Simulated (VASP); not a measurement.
# PbO2 (P4_2/mnm) in VASP: further runs

PbO2 is run at these levels: PBE, r2SCAN; tasks: single point.

All numbers are computed with VASP 6.6.1; they aren't measurements. Logs are shortened: lines on timing, memory, paths and dates and some standing lists are left out, and cuts for length are marked.

## Step 1: The cell of the first run

Symmetry: P4_2/mnm, No. 136, tetragonal system. Conventional cell: a = 5.133 Å, b = 5.133 Å, c = 3.475 Å, α = 90.00°, β = 90.00°, γ = 90.00°. Within 2.9 Å of Pb (site symmetry mmm) lie 6 O at 2.23 to 2.24 Å. Within 2.9 Å of O (site symmetry m2m) lie 3 Pb at 2.23 to 2.24 Å and 1 O at 2.79 Å.

## Step 2: Single point, PBE (15.26 Å³/atom)

The input, INCAR:

```
SYSTEM = PbO2
PREC = Accurate
ENCUT = 520
EDIFF = 1E-7
ISMEAR = -1
SIGMA = 0.02
LREAL = .False.
LASPH = .True.
NELM = 60
ALGO = Normal
ISIF = 2
LWAVE = .False.
LCHARG = .False.
GGA = PE
NBANDS = 35
```

The input, KPOINTS:

```
regular mesh
0
Gamma
  4 4 6
  0 0 0
```

The input, POSCAR:

```
PbO2
1.0
    5.1327638454      0.0000000000      0.0000000000
    0.0000000000      5.1327638454      0.0000000000
    0.0000000000      0.0000000000      3.4749619222
Pb O
2 4
Direct
    0.0000000000      0.0000000000      0.0000000000
    0.5000000000      0.5000000000      0.5000000000
    0.3079664343      0.3079664343      0.0000000000
    0.1920335657      0.8079664343      0.5000000000
    0.8079664343      0.1920335657      0.5000000000
    0.6920335657      0.6920335657      0.0000000000
```

Potentials or basis: VASP PAW PBE potentials, release 64 (Pb_d, O).

Command:

```sh
> cat potpaw_PBE.64/Pb_d/POTCAR potpaw_PBE.64/O/POTCAR > POTCAR
> mpirun -np 1 vasp_std > vasp.out
```

OUTCAR:

```text
SYSTEM = PbO2
   PREC = Accurate
   ENCUT = 520
   EDIFF = 1E-7
   ISMEAR = -1
   LREAL = .False.
   LASPH = .True.
   NELM = 60
   ISIF = 2
   GGA = PE

 ion  position               nearest neighbor table
   1  0.000  0.000  0.000-   4 2.23   5 2.23   4 2.23   5 2.23   3 2.24   6 2.24   2 4.02   2 4.02
                             2 4.02   2 4.02   2 4.02   2 4.02   2 4.02   2 4.02
   2  0.500  0.500  0.500-   3 2.23   6 2.23   3 2.23   6 2.23   5 2.24   4 2.24   1 4.02   1 4.02
                             1 4.02   1 4.02   1 4.02   1 4.02   1 4.02   1 4.02
   3  0.308  0.308  0.000-   2 2.23   2 2.23   1 2.24
   4  0.192  0.808  0.500-   1 2.23   1 2.23   2 2.24
   5  0.808  0.192  0.500-   1 2.23   1 2.23   2 2.24
   6  0.692  0.692  0.000-   2 2.23   2 2.23   1 2.24

  LATTYP: Found a simple tetragonal cell.
 ALAT       =     5.1327638454
 C/A-ratio  =     0.6770157418

  Lattice vectors:

 A1 = (   5.1327638454,   0.0000000000,   0.0000000000)
 A2 = (   0.0000000000,   5.1327638454,   0.0000000000)
 A3 = (   0.0000000000,   0.0000000000,   3.4749619222)

Analysis of symmetry for initial positions (statically):
=====================================================================
 Subroutine PRICEL returns:
 Original cell was already a primitive cell.

 Routine SETGRP: Setting up the symmetry group for a
 simple tetragonal supercell.

 Subroutine GETGRP returns: Found 16 space group operations
 (whereof  8 operations were pure point group operations)
 out of a pool of 16 trial point group operations.

The static configuration has the point symmetry D_2h.
 The point group associated with its full space group is D_4h.

Analysis of symmetry for dynamics (positions and initial velocities):
=====================================================================
 Subroutine PRICEL returns:
 Original cell was already a primitive cell.

 Routine SETGRP: Setting up the symmetry group for a
 simple tetragonal supercell.

 Subroutine GETGRP returns: Found 16 space group operations
 (whereof  8 operations were pure point group operations)
 out of a pool of 16 trial point group operations.

The dynamic configuration has the point symmetry D_2h.
 The point group associated with its full space group is D_4h.

 Subroutine INISYM returns: Found 16 space group operations
 (whereof  8 operations are pure point group operations),
 and found     1 'primitive' translations

----------------------------------------------------------------------------------------

                                     Primitive cell

  volume of cell :      91.5488

  direct lattice vectors                    reciprocal lattice vectors
     5.132763845  0.000000000  0.000000000     0.194826809  0.000000000  0.000000000
     0.000000000  5.132763845  0.000000000     0.000000000  0.194826809  0.000000000
     0.000000000  0.000000000  3.474961922     0.000000000  0.000000000  0.287772937

  length of vectors
     5.132763845  5.132763845  3.474961922     0.194826809  0.194826809  0.287772937

  position of ions in fractional coordinates (direct lattice)
     0.000000000  0.000000000  0.000000000
     0.500000000  0.500000000  0.500000000
     0.307966434  0.307966434  0.000000000
     0.192033566  0.807966434  0.500000000
     0.807966434  0.192033566  0.500000000
     0.692033566  0.692033566  0.000000000

  ion indices of the primitive-cell ions
   primitive index   ion index
                 1           1
                 2           2
                 3           3
                 4           4
                 5           5
                 6           6

----------------------------------------------------------------------------------------

 KPOINTS: regular mesh

Automatic generation of k-mesh.
 Grid dimensions read from file:
 generate k-points for:    4    4    6

 Generating k-lattice:

  Cartesian coordinates                     Fractional coordinates (reciprocal lattice)
     0.048706702  0.000000000  0.000000000     0.250000000  0.000000000  0.000000000
[... 48 lines left out ...]
   NGX = 19   NGY = 19   NGZ = 13

 number of electron      51.9999970 magnetization

 Free energy of the ion-electron system (eV)
  ---------------------------------------------------
  ext. energy  EPLUGINS =         0.00000000
  ---------------------------------------------------
  free energy    TOTEN  =       -31.85066814 eV

  energy without entropy =      -31.85052382  energy(sigma->0) =      -31.85059598

 E-fermi :   3.4713     XC(G=0): -10.2209

 val. band max:        3.3876091531   @ k =   0.0000   0.0000   0.1667
 cond. band min:       3.5378034592   @ k =   0.0000   0.0000   0.0000
 fundamental gap:      0.1501943061
 Fermi energy:         3.4712587330

 k-point     1 :       0.0000    0.0000    0.0000
  band No.  band energies     occupation
      1     -14.3742      2.00000
      2     -14.3713      2.00000
      3     -12.8723      2.00000
      4     -12.8723      2.00000
      5     -12.0619      2.00000
      6     -11.9342      2.00000
[... 27 lines left out ...]
     34      13.6666      0.00000
     35      14.8584      0.00000

 k-point     2 :       0.2500    0.0000    0.0000
  band No.  band energies     occupation
      1     -14.2825      2.00000
      2     -14.2459      2.00000
      3     -13.2655      2.00000
      4     -13.1248      2.00000
      5     -11.8952      2.00000
      6     -11.8950      2.00000
[... 27 lines left out ...]
     34      14.6322      0.00000
     35      14.9477      0.00000

 k-point     3 :       0.5000    0.0000    0.0000
  band No.  band energies     occupation
      1     -14.1009      2.00000
      2     -14.1009      2.00000
      3     -13.4985      2.00000
      4     -13.4985      2.00000
      5     -11.8895      2.00000
      6     -11.8895      2.00000
[... 27 lines left out ...]
     34      14.4486      0.00000
     35      15.2592      0.00000
[... 723 lines left out ...]
 k-point    23 :       0.5000    0.2500    0.5000
  band No.  band energies     occupation
      1     -14.1913      2.00000
      2     -14.1913      2.00000
      3     -13.3989      2.00000
      4     -13.3989      2.00000
      5     -11.7803      2.00000
      6     -11.7803      2.00000
[... 27 lines left out ...]
     34      13.3426      0.00000
     35      15.6182      0.00000

 k-point    24 :       0.5000    0.5000    0.5000
  band No.  band energies     occupation
      1     -14.0483      2.00000
      2     -14.0483      2.00000
      3     -13.6648      2.00000
      4     -13.6648      2.00000
      5     -11.7633      2.00000
      6     -11.7633      2.00000
[... 27 lines left out ...]
     34      12.7881      0.00000
     35      16.2250      0.00000

------------------------ aborting loop because EDIFF is reached ----------------------------------------

  FORCE on cell =-STRESS in cart. coord.  units (eV):
  Direction    XX          YY          ZZ          XY          YZ          ZX
  --------------------------------------------------------------------------------------
  -------------------------------------------------------------------------------------
  Total       -1.6575813     -1.6575813     -2.2270931      0.0000000      0.0000000      0.0000000
  in kB      -29.0090034    -29.0090034    -38.9759174      0.0000000      0.0000000      0.0000000
  external PRESSURE =     -32.3313081 kB  Pullay stress =       0.0000000 kB

 VOLUME and BASIS-vectors are now :
 -----------------------------------------------------------------------------
  energy-cutoff  :      520.00
  volume of cell :       91.55
      direct lattice vectors                 reciprocal lattice vectors
     5.132763845  0.000000000  0.000000000     0.194826809  0.000000000  0.000000000
     0.000000000  5.132763845  0.000000000     0.000000000  0.194826809  0.000000000
     0.000000000  0.000000000  3.474961922     0.000000000  0.000000000  0.287772937

 POSITION                                       TOTAL-FORCE (eV/Angst)
 -----------------------------------------------------------------------------------
      0.00000      0.00000      0.00000        -0.000000     -0.000000     -0.000000
      2.56638      2.56638      1.73748        -0.000000     -0.000000     -0.000000
      1.58072      1.58072      0.00000         0.048681      0.048681      0.000000
      0.98566      4.14710      1.73748        -0.048681      0.048681     -0.000000
      4.14710      0.98566      1.73748         0.048681     -0.048681     -0.000000
      3.55204      3.55204      0.00000        -0.048681     -0.048681     -0.000000
 -----------------------------------------------------------------------------------
    total drift:                                0.000000     -0.000000      0.000000

  FREE ENERGIE OF THE ION-ELECTRON SYSTEM (eV)
  ---------------------------------------------------
  free  energy   TOTEN  =       -31.8506681399 eV

  energy  without entropy=      -31.8505238184  energy(sigma->0) =      -31.85059598
```

It took 38 s on 1 thread of Intel Xeon 6975P-C (Granite Rapids), shared host; peak memory 0.23 GiB.

What came out:

| Quantity | Value |
| --- | --- |
| Free energy | -31.8507 eV |
| Pressure | -3.2 GPa |
| Largest force | 0.069 eV/Å |
| Band gap on the k mesh | 0.15 eV (least direct gap 0.38 eV) |

Forces on the atoms (eV/Å):
```
Pb   0.000  0.000  0.000
Pb   0.000  0.000  0.000
O    0.049  0.049  0.000
O   -0.049  0.049  0.000
O    0.049 -0.049  0.000
O   -0.049 -0.049  0.000
```

Stress tensor (GPa, compression positive):
```
-2.90  0.00  0.00
 0.00 -2.90  0.00
 0.00  0.00 -3.90
```

Caveat: the cell stands under tension; the structure was generated, so it needn't be the stable form of PbO2; spin-orbit coupling is left out, which moves the levels of the heavy elements.

## Step 3: Single point, PBE (15.70 Å³/atom)

This run uses another cell than the first one, of 15.70 Å³/atom.

The input, INCAR:

```
  PREC = Accurate
  ENCUT = 520
  EDIFF = 1E-6
  ISMEAR = -1
  SIGMA = 0.02
  LREAL = False
  LASPH = True
  NELM = 80
  ALGO = Normal
  ISIF = 2
  LWAVE = False
  LCHARG = False
  GGA = PE
  NBANDS = 35
```

The input, KPOINTS:

```
Automatic mesh
0
Gamma
  4 4 6
```

POSCAR: that of step 2 with these lines changed.

```diff
@@ -2,5 +2,5 @@
 1.0
-    5.1327638454      0.0000000000      0.0000000000
-    0.0000000000      5.1327638454      0.0000000000
-    0.0000000000      0.0000000000      3.4749619222
+    5.1821203717      0.0000000000      0.0000000000
+    0.0000000000      5.1821203717      0.0000000000
+    0.0000000000      0.0000000000      3.5083770675
 Pb O
```

Potentials or basis: VASP PAW PBE potentials, release 64 (Pb_d, O).

Command:

```sh
> cat potpaw_PBE.64/Pb_d/POTCAR potpaw_PBE.64/O/POTCAR > POTCAR
> mpirun -np 1 vasp_std > vasp.out
```

Run time: 31 s. Hardware: 1 thread of Intel Xeon 6975P-C (Granite Rapids), shared host; peak memory 0.22 GiB.

Results (log left out):

* Free energy: -31.7761 eV
* Pressure: -6.1 GPa
* Largest force: 0.132 eV/Å
* Band gap on the k mesh: 0.14 eV (least direct gap 0.28 eV)

Forces on the atoms (eV/Å):
```
Pb   0.000  0.000  0.000
Pb   0.000  0.000  0.000
O    0.093  0.093  0.000
O   -0.093  0.093  0.000
O    0.093 -0.093  0.000
O   -0.093 -0.093  0.000
```

Stress tensor (GPa, compression positive):
```
-5.39  0.00  0.00
 0.00 -5.39  0.00
 0.00  0.00 -7.41
```

Levels at points of the mesh, in eV from the valence-band top:
```tsv
k point	band 24	band 25	band 26	band 27	band 28	band 29
(0.00, 0.00, 0.00)	-0.65	-0.46	-0.46	0.14	3.43	5.54
(0.50, 0.00, 0.00)	-0.66	-0.29	-0.29	1.71	1.71	6.12
(0.50, 0.50, 0.00)	-0.69	-0.37	-0.37	2.07	2.07	6.24
(0.00, 0.00, 0.50)	-0.86	-0.62	-0.62	2.96	2.96	8.24
(0.50, 0.00, 0.50)	-0.58	-0.30	-0.30	3.21	3.21	6.66
(0.50, 0.50, 0.50)	-0.53	-0.39	-0.39	2.17	2.17	7.87
```

Caveat: the cell stands under tension; the structure was generated, so it needn't be the stable form of PbO2; spin-orbit coupling is left out, which moves the levels of the heavy elements. A k mesh can miss the band edges.

## Step 4: Single point, r2SCAN (13.26 Å³/atom)

This run uses another cell than the first one, of 13.26 Å³/atom.

The input, POSCAR:

```
PbO2
1.0
    4.8821063837      0.0000000000      0.0000000000
    0.0000000000      4.8821063837      0.0000000000
    0.0000000000      0.0000000000      3.3380594675
Pb O
2 4
Direct
    0.0000000000      0.0000000000      0.0000000000
    0.5000000000      0.5000000000      0.5000000000
    0.3072128140      0.3072128140      0.0000000000
    0.1927871860      0.8072128140      0.5000000000
    0.8072128140      0.1927871860      0.5000000000
    0.6927871860      0.6927871860      0.0000000000
```

The input, INCAR.step1:

```
PREC = Accurate
ENCUT = 520
ISMEAR = -1
SIGMA = 0.02
LREAL = False
LASPH = True
NELM = 60
NBANDS = 35
GGA = PE
ALGO = Normal
EDIFF = 1E-4
LWAVE = True
LCHARG = False
```

The input, INCAR.step2:

```
PREC = Accurate
ENCUT = 520
EDIFF = 1E-6
ISMEAR = -1
SIGMA = 0.02
LREAL = False
LASPH = True
NELM = 60
ALGO = Normal
ISIF = 2
LWAVE = False
LCHARG = False
METAGGA = R2SCAN
LMIXTAU = True
NBANDS = 35
ISTART = 1
```

KPOINTS is that of step 3.

Command:

```sh
> cat potpaw_PBE.64/Pb_d/POTCAR potpaw_PBE.64/O/POTCAR > POTCAR
> cp INCAR.step1 INCAR
> mpirun -np 1 vasp_std > vasp.out
> cp INCAR.step2 INCAR
> mpirun -np 1 vasp_std > vasp.out
```

It took 87 s on 1 thread of Intel Xeon 6975P-C (Granite Rapids), shared host; peak memory 0.22 GiB.

Results (log left out):

* Free energy: -142.0644 eV
* Pressure: 12.1 GPa
* Largest force: 0.184 eV/Å
* Band gap on the k mesh: 0.04 eV (least direct gap 0.18 eV)

Forces in eV/Å, atoms in the order of the input:
```
Pb   0.000  0.000  0.000
Pb   0.000  0.000  0.000
O   -0.130 -0.130  0.000
O    0.130 -0.130  0.000
O   -0.130  0.130  0.000
O    0.130  0.130  0.000
```

Stress tensor (GPa, compression positive):
```
10.77  0.00  0.00
 0.00 10.77  0.00
 0.00  0.00 14.73
```

Levels at points of the mesh, in eV from the valence-band top:
```
           k point  band 23  band 24  band 25  band 26  band 27  band 28  band 29  band 30
(0.00, 0.00, 0.00)    -0.67    -0.45    -0.45    -0.14     0.04     5.41     6.87     6.87
(0.50, 0.00, 0.00)    -0.51    -0.51    -0.40    -0.40     3.44     3.44     7.47     7.47
(0.50, 0.50, 0.00)    -0.57    -0.57    -0.51    -0.51     3.90     3.90     7.84     7.84
(0.00, 0.00, 0.50)    -1.30    -1.30    -0.90    -0.90     4.90     4.90    10.12    10.12
(0.50, 0.00, 0.50)    -0.92    -0.92     0.00     0.00     5.25     5.25     8.60     8.60
(0.50, 0.50, 0.50)    -0.75    -0.75    -0.63    -0.63     3.88     3.88     9.37     9.37
```

Caveat: the cell stands under pressure; the structure was generated, so it needn't be the stable form of PbO2; the PAW data sets were made with another functional, which shifts forces and pressure a little; spin-orbit coupling is left out, which moves the levels of the heavy elements. A k mesh can miss the band edges.

## Step 5: Single point, r2SCAN (13.68 Å³/atom)

This run uses another cell than the first one, of 13.68 Å³/atom.

POSCAR: that of step 4 with these lines changed.

```diff
@@ -2,5 +2,5 @@
 1.0
-    4.8821063837      0.0000000000      0.0000000000
-    0.0000000000      4.8821063837      0.0000000000
-    0.0000000000      0.0000000000      3.3380594675
+    4.9335007540      0.0000000000      0.0000000000
+    0.0000000000      4.9335007540      0.0000000000
+    0.0000000000      0.0000000000      3.3731995179
 Pb O
```

The input, INCAR.step1:

```
PREC = Accurate ; ENCUT = 520
ISMEAR = -1 ; SIGMA = 0.02
LREAL = F ; LASPH = T
NELM = 100 ; NBANDS = 35
GGA = PE ; ALGO = Normal
EDIFF = 1E-4 ; LWAVE = T
LCHARG = F
```

The input, INCAR.step2:

```
PREC = Accurate ; ENCUT = 520
EDIFF = 1E-6 ; ISMEAR = -1
SIGMA = 0.02 ; LREAL = F
LASPH = T ; NELM = 100
ALGO = Normal ; ISIF = 2
LWAVE = F ; LCHARG = F
METAGGA = R2SCAN ; LMIXTAU = T
NBANDS = 35 ; ISTART = 1
```

The input, KPOINTS:

```
regular mesh
0
Gamma
  4 4 6
```

Command:

```sh
> cat potpaw_PBE.64/Pb_d/POTCAR potpaw_PBE.64/O/POTCAR > POTCAR
> cp INCAR.step1 INCAR
> mpirun -np 1 vasp_std > vasp.out
> cp INCAR.step2 INCAR
> mpirun -np 1 vasp_std > vasp.out
```

Wall time 1.9 min (1 thread of Intel Xeon 6975P-C (Granite Rapids), shared host); peak memory 0.24 GiB.

Results (log left out):

```
Free energy            : -142.2101 eV
Pressure               : 6.0 GPa
Largest force          : 0.097 eV/Å
Band gap on the k mesh : 0.12 eV (least direct gap 0.38 eV)
```

Forces on the atoms (eV/Å):
```
Pb   0.000  0.000  0.000
Pb   0.000  0.000  0.000
O   -0.068 -0.068  0.000
O    0.068 -0.068  0.000
O   -0.068  0.068  0.000
O    0.068  0.068  0.000
```

Stress tensor (GPa, compression positive):
```
5.32 0.00 0.00
0.00 5.32 0.00
0.00 0.00 7.33
```

Levels at points of the mesh, in eV from the valence-band top:
| k point | band 23 | band 24 | band 25 | band 26 | band 27 | band 28 | band 29 | band 30 |
| --- | --- | --- | --- | --- | --- | --- | --- | --- |
| (0.00, 0.00, 0.00) | -0.57 | -0.43 | -0.43 | -0.27 | 0.12 | 5.16 | 6.78 | 6.78 |
| (0.50, 0.00, 0.00) | -0.48 | -0.48 | -0.32 | -0.32 | 3.21 | 3.21 | 7.38 | 7.38 |
| (0.50, 0.50, 0.00) | -0.49 | -0.49 | -0.48 | -0.48 | 3.65 | 3.65 | 7.69 | 7.69 |
| (0.00, 0.00, 0.50) | -1.16 | -1.16 | -0.79 | -0.79 | 4.65 | 4.65 | 9.96 | 9.96 |
| (0.50, 0.00, 0.50) | -0.80 | -0.80 | 0.00 | 0.00 | 4.98 | 4.98 | 8.42 | 8.42 |
| (0.50, 0.50, 0.50) | -0.65 | -0.65 | -0.53 | -0.53 | 3.67 | 3.67 | 9.29 | 9.29 |

Caveat: the cell stands under pressure; the structure was generated, so it needn't be the stable form of PbO2; the PAW data sets were made with another functional, which shifts forces and pressure a little; spin-orbit coupling is left out, which moves the levels of the heavy elements.

## Step 6: The runs side by side

| level | cell | gap on the mesh (eV) | pressure (GPa) | largest force (eV/Å) |
| --- | --- | --- | --- | --- |
| PBE | a = 5.133, b = 5.133, c = 3.475 Å, 6 atoms, atomic positions A | 0.15 | -3.2 | 0.07 |
| PBE | a = 5.182, b = 5.182, c = 3.508 Å, 6 atoms, atomic positions A | 0.14 | -6.1 | 0.13 |
| r2SCAN | a = 4.882, b = 4.882, c = 3.338 Å, 6 atoms, atomic positions B | 0.04 | 12.1 | 0.18 |
| r2SCAN | a = 4.934, b = 4.934, c = 3.373 Å, 6 atoms, atomic positions B | 0.12 | 6.0 | 0.10 |

Alike in all rows: task single point; potentials or basis VASP PAW PBE potentials, release 64 (Pb_d, O); no spin polarisation; k mesh 4 × 4 × 6; cutoff (eV) 520; smearing fermi-dirac 0.02 eV.

Caveats: the structure was generated, so it needn't be the stable form of PbO2; spin-orbit coupling is left out, which moves the levels of the heavy elements; the cell stands under tension (at least some runs); the cell stands under pressure (at least some runs); the PAW data sets were made with another functional, which shifts forces and pressure a little (at least some runs).

Total energies depend on the potentials used, so only differences within one code and one set of settings carry meaning.
